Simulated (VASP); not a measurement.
A run of VASP 6.6.1 is set up as follows.

Contents of INCAR:

```
SYSTEM = Ba2SrRe
ALGO     = Normal         ! electronic algorithm
EDIFF    = 1E-6           ! SCF threshold, eV
ENCUT    = 520            ! plane-wave cutoff, eV
GGA      = PE             ! functional
ISIF     = 2              ! what is computed and relaxed
ISMEAR   = 0              ! smearing method
LASPH    = .True.         ! aspherical terms in the spheres
LCHARG   = .False.        ! write CHGCAR
LREAL    = .False.        ! projectors in reciprocal space
LWAVE    = .False.        ! write WAVECAR
NBANDS   = 26             ! bands
NELM     = 60             ! most SCF steps
PREC     = Accurate       ! precision mode
SIGMA    = 0.1            ! smearing width, eV
```

KPOINTS

```
k-points
0
Gamma
  6 6 2
  0 0 0
```

The input POSCAR:

```
Ba2SrRe
1.0
    4.2614702700      0.0000000000      0.0000000000
   -2.1307351300      3.6905415100      0.0000000000
    0.0000000000      0.0000000000     12.5998721800
Ba Sr Re
2 1 1
Direct
    0.3333333300      0.6666666700      0.2839068900
    0.3333333300      0.6666666700      0.7160931100
    0.0000000000      0.0000000000      0.0000000000
    0.0000000000      0.0000000000      0.5000000000
```

Potentials or basis: VASP PAW PBE potentials, release 64 (Ba_sv, Sr_sv, Re).

Launch:

```console
$ cat potpaw_PBE.64/Ba_sv/POTCAR potpaw_PBE.64/Sr_sv/POTCAR potpaw_PBE.64/Re/POTCAR > POTCAR
$ mpirun -np 1 vasp_std > vasp.out
```

Task: Estimate the band gap on the k mesh.

Result: Zero (an odd number of electrons rules out a gap without spin polarisation).

Task: Predict the pressure.

Result: -3.5 GPa.

Stress tensor (GPa, compression positive):
```
-2.82  0.00  0.00
 0.00 -2.82  0.00
 0.00  0.00 -5.00
```

Caveat: the cell stands under tension; spin-orbit coupling is left out, which moves the levels of the heavy elements; forces of over 1 eV/Å act on the atoms, so gaps and moduli don't describe the material at rest.
